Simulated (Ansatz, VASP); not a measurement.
One calculation of Al2O3, two programs

The input POSCAR:

```
Al2O3
1.0
    2.3793614130      1.3737249524      4.3749099284
   -2.3793614130      1.3737249524      4.3749099284
    0.0000000000     -2.7474499045      4.3749099285
Al O
4 6
Direct
    0.8516320326      0.8516320326      0.8516320326
    0.3516320326      0.3516320326      0.3516320326
    0.1483679674      0.1483679674      0.1483679674
    0.6483679674      0.6483679674      0.6483679674
    0.4434604774      0.0565395226      0.7500000000
    0.0565395226      0.7500000000      0.4434604774
    0.5565395226      0.9434604774      0.2500000000
    0.2500000000      0.5565395226      0.9434604774
    0.9434604774      0.2500000000      0.5565395226
    0.7500000000      0.4434604774      0.0565395226
```

INCAR.step1

```
PREC = Accurate
ENCUT = 520
ISMEAR = 0
SIGMA = 0.01
LREAL = False
LASPH = True
NELM = 80
NBANDS = 35
GGA = PE
ALGO = Normal
EDIFF = 1E-4
LWAVE = True
LCHARG = False
```

INCAR.step2

```
PREC = Accurate
ENCUT = 520
EDIFF = 1E-6
ISMEAR = 0
SIGMA = 0.01
LREAL = False
LASPH = True
NELM = 80
ALGO = Normal
ISIF = 2
LWAVE = False
LCHARG = True
METAGGA = R2SCAN
LMIXTAU = True
LELF = True
LVHAR = True
NBANDS = 35
ISTART = 1
```

The input KPOINTS:

```
regular mesh
0
Gamma
  6 6 6
```

Input for Ansatz:

```yaml
crystal:
  lattice:
    - [2.379361413, 1.3737249524, 4.3749099284]
    - [-2.379361413, 1.3737249524, 4.3749099284]
    - [0.0, -2.7474499045, 4.3749099285]
  atoms:
    - { symbol: Al, position: [0.8516320326, 0.8516320326, 0.8516320326] }
    - { symbol: Al, position: [0.3516320326, 0.3516320326, 0.3516320326] }
    - { symbol: Al, position: [0.1483679674, 0.1483679674, 0.1483679674] }
    - { symbol: Al, position: [0.6483679674, 0.6483679674, 0.6483679674] }
    - { symbol: O, position: [0.4434604774, 0.0565395226, 0.75] }
    - { symbol: O, position: [0.0565395226, 0.75, 0.4434604774] }
    - { symbol: O, position: [0.5565395226, 0.9434604774, 0.25] }
    - { symbol: O, position: [0.25, 0.5565395226, 0.9434604774] }
    - { symbol: O, position: [0.9434604774, 0.25, 0.5565395226] }
    - { symbol: O, position: [0.75, 0.4434604774, 0.0565395226] }
kpoints:
  mp_grid: { grid: [6, 6, 6] }
  band_path:
    path:
      - [0.0, 0.0, 0.0]
      - [0.5, 0.5, 0.5]
      - [0.7662811645, 0.2337188355, 0.5]
      - [0.5, -0.2337188355, 0.2337188355]
      - [0.5, 0.0, 0.0]
      - [0.3668594178, -0.3668594178, 0.0]
      - [0.6331405822, 0.0, 0.3668594178]
      - [0.5, 0.0, 0.5]
      - [-0.09375, -0.09375, -0.010417]
    npoints: 1
hamiltonian:
  xc: r2scan
scf:
  occupations: { method: fixed }
  n_extra_bands: 6
output:
  forces: true
  stress: true
  eigenvalues: true
```

Change from the starting cell: uniaxial_z strain +1.0%.

Alike in both runs: task single point; functional r2SCAN; k mesh 6 × 6 × 6; no spin polarisation.

|  | VASP | Ansatz |
| --- | --- | --- |
| version | VASP 6.6.1 | Ansatz 0.2.0 |
| potentials or method | VASP PAW PBE potentials, release 64 (Al, O) | plane waves, PAW |
| plane-wave cutoff (eV) | 520 | 500 |
| occupations | gaussian, width 0.01 eV | fixed |
| valence electrons in the cell | 48 | 48 |

VASP gave:

| Item | Value |
| --- | --- |
| gap on the k mesh at the Fermi level (eV) | 7.06 |
| pressure (GPa) | -2.9 |
| traceless stress, the component that is largest in VASP (GPa) | -2.62 |
| rms of the force components (eV/Å) | 0.009 |

Task: Estimate Ansatz's values.

Result: gap on the k mesh at the Fermi level (eV): 7.04; pressure (GPa): -2.4; traceless stress, the component that is largest in VASP (GPa): -2.56; rms of the force components (eV/Å): 0.000.

VASP's potentials were made for PBE, not for r2SCAN. Atom by atom the forces differ by 0.009 eV/Å (rms over components).
